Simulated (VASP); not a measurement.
Here is a VASP 6.6.1 calculation.

The input INCAR:

```
ALGO = Normal
EDIFF = 1E-7
ENCUT = 520
GGA = PE
ISIF = 2
ISMEAR = -1
ISPIN = 2
LASPH = T
LCHARG = F
LMAXMIX = 4
LORBIT = 11
LREAL = F
LWAVE = F
MAGMOM = 0 0 0 0 3 3 3 3
NBANDS = 58
NELM = 150
PREC = Accurate
SIGMA = 0.05
```

Contents of KPOINTS:

```
k-points
0
Gamma
  6 6 6
```

File POSCAR:

```
FeGe
1.0
    4.6648036996      0.0000000000      0.0000000000
    0.0000000000      4.6648036996      0.0000000000
    0.0000000000      0.0000000000      4.6648036996
Ge Fe
4 4
Direct
    0.1583277926      0.3416722074      0.6583277926
    0.3416722074      0.6583277926      0.1583277926
    0.6583277926      0.1583277926      0.3416722074
    0.8416722074      0.8416722074      0.8416722074
    0.8651831026      0.6348168974      0.3651831026
    0.6348168974      0.3651831026      0.8651831026
    0.3651831026      0.8651831026      0.6348168974
    0.1348168974      0.1348168974      0.1348168974
```

Potentials or basis: VASP PAW PBE potentials, release 64 (Ge_d, Fe).

Run with:

```console
$ cat potpaw_PBE.64/Ge_d/POTCAR potpaw_PBE.64/Fe/POTCAR > POTCAR
$ mpirun -np 1 vasp_std > vasp.out
```

Problem. Predict the net moment.

Solution. 4.17 μB per cell.

Problem. Predict the largest force.

Solution. 0.006 eV/Å.

Problem. Predict the site moments.

Solution. Ge -0.08; Fe +1.16 μB.

Forces on the atoms (eV/Å):
```
Ge   0.002 -0.002  0.002
Ge  -0.002  0.002  0.002
Ge   0.002  0.002 -0.002
Ge  -0.002 -0.002 -0.002
Fe  -0.003  0.003 -0.003
Fe   0.003 -0.003 -0.003
Fe  -0.003 -0.003  0.003
Fe   0.003  0.003  0.003
```
